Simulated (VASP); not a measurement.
Set up this calculation in VASP 6.6.1, as the native input.

```yaml
Task: single point
Functional: PBE
Dispersion: D3(BJ)
Potentials_or_basis: VASP PAW PBE potentials, release 64 (Ge_d)
Cutoff: 520 eV
k_mesh: 9 × 9 × 1
Occupations: gaussian, width 0.1 eV
Spin: no spin polarisation
Dipole_correction: yes
Further_INCAR_settings: ALGO = Normal; EDIFF = 1e-06; NBANDS = 36
```

The structure of Ge lies in POSCAR:

```
Ge
1.0
    4.0226895460      0.0000000000      0.0000000000
   -2.0113447730      3.4837513384      0.0000000000
    0.0000000000      0.0000000000     18.8685220369
Ge
4
Direct
    0.3333333333      0.6666666667      0.2747571330
    0.6666666667      0.3333333333      0.2384924474
    0.3333333333      0.6666666667      0.5108254912
    0.6666666667      0.3333333333      0.4745608056
```

This cell differs from its parent crystal: layers slid over each other.

These files were run (other wordings do the same):

INCAR

```
PREC     = Accurate       # precision mode
ENCUT    = 520            # plane-wave cutoff, eV
EDIFF    = 1E-6           # SCF threshold, eV
ISMEAR   = 0              # smearing method
SIGMA    = 0.1            # smearing width, eV
LREAL    = False          # projectors in reciprocal space
LASPH    = True           # aspherical terms in the spheres
NELM     = 60             # most SCF steps
ALGO     = Normal         # electronic algorithm
ISIF     = 2              # what is computed and relaxed
LWAVE    = False          # write WAVECAR
LCHARG   = True           # write CHGCAR
LDIPOL   = True         
IDIPOL   = 3            
DIPOL    = 0.5 0.5 0.375
GGA      = PE             # functional
IVDW     = 12             # dispersion correction
LELF     = True           # ELF
LVHAR    = True         
LVACPOTAV= True         
NBANDS   = 36             # bands
```

KPOINTS

```
Automatic mesh
0
Gamma
  9 9 1
```

Potentials or basis: VASP PAW PBE potentials, release 64 (Ge_d).

The run is started by

```console
$ cat potpaw_PBE.64/Ge_d/POTCAR > POTCAR
$ mpirun -np 1 vasp_std > vasp.out
```

It gave:

```
Largest force              : 0.103 eV/Å
Band gap on the k mesh     : 0.55 eV (least direct gap 0.57 eV)
Dispersion energy per atom : -0.204 eV
```

Caveat: the cell differs from its parent crystal (layers slid over each other).

Wall time 86 s on 1 thread of Intel(R) Xeon(R) 6975P-C (Granite Rapids), with other jobs on the host, peak memory 0.38 GiB.
